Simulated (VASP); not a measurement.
Write the native input for VASP 6.6.1 that does the following.

```yaml
Task: single point
Functional: PBE
Potentials_or_basis: VASP PAW PBE potentials, release 64 (C)
Cutoff: 520 eV
k_mesh: 12 × 12 × 2
Occupations: gaussian, width 0.05 eV
Spin: no spin polarisation
Dipole_correction: no
Further_INCAR_settings: ALGO = Normal; EDIFF = 1e-07; NBANDS = 36
```

The structure of C lies in POSCAR:

```
C
1.0
    2.5464172817      0.0598224832     -0.0529005377
   -1.2214008507      2.0979779609     -0.0458250020
   -0.2608620728     -0.4115380078     12.8516861253
C
12
Direct
    0.0721486092      0.2745153271      0.1885317162
    0.2221957713      0.1053395685      0.6870840653
    0.1113590278      0.2280135037      0.3129253708
    0.2609518353      0.0587934176      0.8114598587
    0.5054514745      0.8282342009      0.5208670086
    0.3444449912     -0.0012013033      0.0209734047
   -0.0115550175      0.3345105598      0.9790347046
    0.8283164225      0.5051041079      0.4791256982
    0.5451031254      0.7821543292      0.6453411997
    0.3947727916     -0.0492220868      0.1467263643
   -0.0617694237      0.3825556277      0.8532597649
    0.7885803924      0.5512027475      0.3546708441
```

This cell differs from its parent crystal: all atoms moved at random, sigma 0.4 Å a component, cell strained at random, sigma 0.03, then relaxed in part.

These files were run (other wordings do the same):

INCAR

```
  ALGO = Normal
  EDIFF = 1E-7
  ENCUT = 520
  GGA = PE
  ISIF = 2
  ISMEAR = 0
  LASPH = True
  LCHARG = False
  LREAL = False
  LWAVE = False
  NBANDS = 36
  NELM = 100
  PREC = Accurate
  SIGMA = 0.05
```

KPOINTS

```
k-points
0
Gamma
  12 12 2
```

Potentials or basis: VASP PAW PBE potentials, release 64 (C).

The run is started by

```sh
$ cat potpaw_PBE.64/C/POTCAR > POTCAR
$ mpirun -np 1 vasp_std > vasp.out
```

Results of the run:

```
Pressure               : -2.7 GPa
Largest force          : 0.028 eV/Å
Band gap on the k mesh : 1.62 eV, indirect (least direct gap 3.44 eV)
```

Caveat: the cell differs from its parent crystal (all atoms moved at random, sigma 0.4 Å a component, cell strained at random, sigma 0.03, then relaxed in part).

Run time: 2.4 min on 1 thread of Intel(R) Xeon(R) 6975P-C (Granite Rapids), with other jobs on the host, peak memory 0.33 GiB.
